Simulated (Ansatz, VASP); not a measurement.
One calculation of Te, two programs

File INCAR:

```
PREC     = Accurate       # precision mode
ENCUT    = 500            # plane-wave cutoff, eV
EDIFF    = 1E-6           # SCF threshold, eV
ISMEAR   = 0              # smearing method
SIGMA    = 0.027000000000000003 # smearing width, eV
LREAL    = False          # projectors in reciprocal space
LASPH    = True           # aspherical terms in the spheres
NELM     = 120            # most SCF steps
ALGO     = Normal         # electronic algorithm
ISIF     = 2              # what is computed and relaxed
LWAVE    = False          # write WAVECAR
LCHARG   = False          # write CHGCAR
GGA      = PE             # functional
NBANDS   = 16             # bands
GGA_COMPAT= False
```

File KPOINTS:

```
regular mesh
0
Gamma
  7 7 5
```

File POSCAR:

```
Te
1.0
    4.4540000000      0.0000000000      0.0000000000
   -2.2270000000      3.8572771485      0.0000000000
    0.0000000000      0.0000000000      5.9240000000
Te
3
Direct
    0.7310000000      0.7310000000      0.0000000000
    0.0000000000      0.2690000000      0.6666666667
    0.2690000000      0.0000000000      0.3333333333
```

Contents of input.yaml:

```yaml
crystal:
  lattice:
    - [4.454, 0.0, 0.0]
    - [-2.227, 3.8572771485, 0.0]
    - [0.0, 0.0, 5.924]
  atoms:
    - { symbol: Te, position: [0.731, 0.731, 0.0] }
    - { symbol: Te, position: [0.0, 0.269, 0.6666666667] }
    - { symbol: Te, position: [0.269, 0.0, 0.3333333333] }
hamiltonian:
  xc: pbe
  pseudopotentials: { kind: paw }
kpoints:
  mp_grid: { grid: [7, 7, 5] }
scf:
  occupations: { method: gaussian, width: 0.027 }
output:
  forces: true
  stress: true
  eigenvalues: true
```

Alike in both runs: task single point; functional PBE; k mesh 7 × 7 × 5; occupations gaussian, width 0.027 eV; no spin polarisation.

|  | VASP | Ansatz |
| --- | --- | --- |
| version | VASP 6.6.1 | Ansatz 0.2.0 |
| potentials or method | VASP PAW PBE potentials, release 64 (Te) | Ansatz PAW |
| plane-wave cutoff (eV) | 500 | 420 |
| valence electrons in the cell | 18 | 48 |

Ansatz gave:

```
gap on the k mesh at the Fermi level (eV)                     : 0.63
least direct gap on the mesh (eV)                             : 0.80
pressure (GPa)                                                : 1.4
traceless stress, the component that is largest in VASP (GPa) : 0.27
rms of the force components (eV/Å)                            : 0.085
```

Question: Which values does VASP return?

Answer: gap on the k mesh at the Fermi level (eV): 0.63; least direct gap on the mesh (eV): 0.78; pressure (GPa): 1.5; traceless stress, the component that is largest in VASP (GPa): 0.28; rms of the force components (eV/Å): 0.092.

Atom by atom the forces differ by 0.007 eV/Å (rms over components). VASP's potentials hold 18 valence electrons a cell and Ansatz's 48, so a difference there can come from the potentials and not from the codes.

Neither program's run includes spin-orbit coupling. Noted on Ansatz's run: odd divisions of the mesh miss points on the zone boundary, where band edges often lie, so the gap on the mesh can be too wide.
